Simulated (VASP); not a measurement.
Si: single point with PBE

The system is Si, a slab with vacuum.

```
Si
1.0
     3.99900    0.00000    0.00000
    -1.99950    3.46324    0.00000
     0.00000    0.00000   28.00000
Si
2
Cartesian
  0.0000 2.3088 14.4285
  1.9995 1.1544 13.5715
```

- Program: VASP 6.6.1
- Task: single point
- Functional: PBE
- Potentials or basis: VASP PAW PBE potentials, release 64 (Si)
- Cutoff: 520 eV
- k mesh: 15 × 15 × 1
- Occupations: gaussian, width 0.1 eV
- Spin: no spin polarisation

```yaml
Largest_force: 1.652 eV/Å
Band_gap_on_the_k_mesh: zero (filled and empty bands touch)
```

Forces on the atoms (eV/Å):
```
Si   0.000  0.000 -1.652
Si   0.000  0.000  1.652
```

Levels at points of the mesh, in eV from the Fermi level:
| k point | band 1 | band 2 | band 3 | band 4 | band 5 | band 6 | band 7 | band 8 | band 9 |
| --- | --- | --- | --- | --- | --- | --- | --- | --- | --- |
| (0.00, 0.00, 0.00) | -9.77 | -3.14 | -0.16 | -0.16 | 1.87 | 2.01 | 3.60 | 3.60 | 4.42 |

It took 98 s on 1 thread of Intel(R) Xeon(R) Platinum 8559C (Emerald Rapids), on a shared host, peak memory 0.48 GiB.
